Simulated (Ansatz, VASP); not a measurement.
Two plane-wave programs on GaAs

File INCAR:

```
PREC = Accurate ; ENCUT = 500
EDIFF = 1E-6 ; ISMEAR = 0
SIGMA = 0.01 ; LREAL = False
LASPH = True ; NELM = 120
ALGO = Normal ; ISIF = 2
LWAVE = False ; LCHARG = False
GGA = PE ; NBANDS = 16
GGA_COMPAT = False
```

The input KPOINTS:

```
regular mesh
0
Gamma
  10 10 10
```

POSCAR

```
GaAs
1.0
    0.0000000000      2.8268500000      2.8268500000
    2.8268500000      0.0000000000      2.8268500000
    2.8268500000      2.8268500000      0.0000000000
Ga As
1 1
Direct
    0.0000000000      0.0000000000      0.0000000000
    0.7500000000      0.7500000000      0.7500000000
```

Input for Ansatz:

```yaml
crystal:
  lattice:
    bravais: fcc
    a: 5.6537
  space_group: 216
  atoms:
    - { symbol: Ga, position: [0.0, 0.0, 0.0] }
    - { symbol: As, position: [0.25, 0.25, 0.75] }
  reduce_to_primitive: true
basis:
  ecutwfc: 557.833418042754
kpoints:
  mp_grid:
    grid: [10, 10, 10]
hamiltonian:
  xc: pbe
  pseudopotentials:
    kind: paw
scf:
  occupations:
    method: fixed
output:
  stress: true
```

Alike in both runs: task single point; functional PBE; k mesh 10 × 10 × 10; no spin polarisation.

```csv
,VASP,Ansatz
version,VASP 6.6.1,Ansatz 0.2.0
potentials or method,"VASP PAW PBE potentials, release 64 (Ga_d, As), cutoff 500 eV","plane waves, PAW"
occupations,"gaussian, width 0.01 eV",fixed
valence electrons in the cell,18,28
```

Ansatz gave:

```
pressure (GPa) : 3.3
```

Which values does VASP return?

Pressure (GPa): 3.5.

VASP's potentials hold 18 valence electrons a cell and Ansatz's 28, so a difference there can come from the potentials and not from the codes.
